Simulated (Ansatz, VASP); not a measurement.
## One calculation of WC, two programs

```xyz
2
Lattice="0.0000 2.1927 2.1927 2.1927 0.0000 2.1927 2.1927 2.1927 0.0000" Properties=species:S:1:pos:R:3 pbc="T T T"
W     0.0000    0.0000    0.0000
C     2.1927    2.1927    2.1927
```

Alike in both runs: task single point; functional PBEsol; dispersion D4; k mesh 11 × 11 × 11; no spin polarisation.

|  | VASP | Ansatz |
| --- | --- | --- |
| version | VASP 6.6.1 | Ansatz 0.2.0 |
| potentials or method | VASP PAW PBE potentials, release 64 (W_sv, C) | plane waves, PAW |
| plane-wave cutoff (eV) | 600 | 420 |
| occupations | methfessel-paxton of order 1, width 0.05 eV | cold, width 0.05 eV |
| valence electrons in the cell | 18 | 18 |

VASP gave:

```
pressure (GPa) : -13.0
```

Q: Which values does Ansatz return?

A: Pressure (GPa): -13.9.

VASP's potentials were made for PBE, not for PBEsol.

Neither program's run includes spin-orbit coupling.
